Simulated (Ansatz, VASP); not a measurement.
Two plane-wave programs on HfGa2As2

```
Hf Ga As
1.0
     4.71944    0.00000    0.00000
    -2.35972    4.08716    0.00000
     0.00000    0.00000    5.59766
Hf Ga As
1 2 2
Direct
  0.66667 0.33333 0.00000
  0.66667 0.33333 0.50000
  0.00000 0.00000 0.00000
  0.33333 0.66667 0.74837
  0.33333 0.66667 0.25163
```

Change from the starting cell: species swapped into the Sr2ZnSb2 type (P-6m2, No. 187).

Alike in both runs: functional PBE; k mesh 12 × 12 × 8; occupations gaussian, width 0.1 eV; no spin polarisation.

Ansatz relaxed the structure, and its values are those at the end. VASP's run is a single point on that final structure, the one shown.

|  | VASP | Ansatz |
| --- | --- | --- |
| version | VASP 6.6.1 | Ansatz 0.2.0 |
| potentials or method | VASP PAW PBE potentials, release 64 (Hf_pv, Ga_d, As), cutoff 520 eV | scalar-relativistic, plane waves, PAW |
| valence electrons in the cell | 46 | 82 |

```tsv
	VASP	Ansatz	Ansatz less VASP
gap on the k mesh at the Fermi level (eV)	none	none	-
pressure (GPa)	-0.1	0.0	+0.05
```

A gap of «none» marks a metal or a gap that the smearing closes. VASP's potentials hold 46 valence electrons a cell and Ansatz's 82, so a difference there can come from the potentials and not from the codes.

Neither program's run includes spin-orbit coupling.
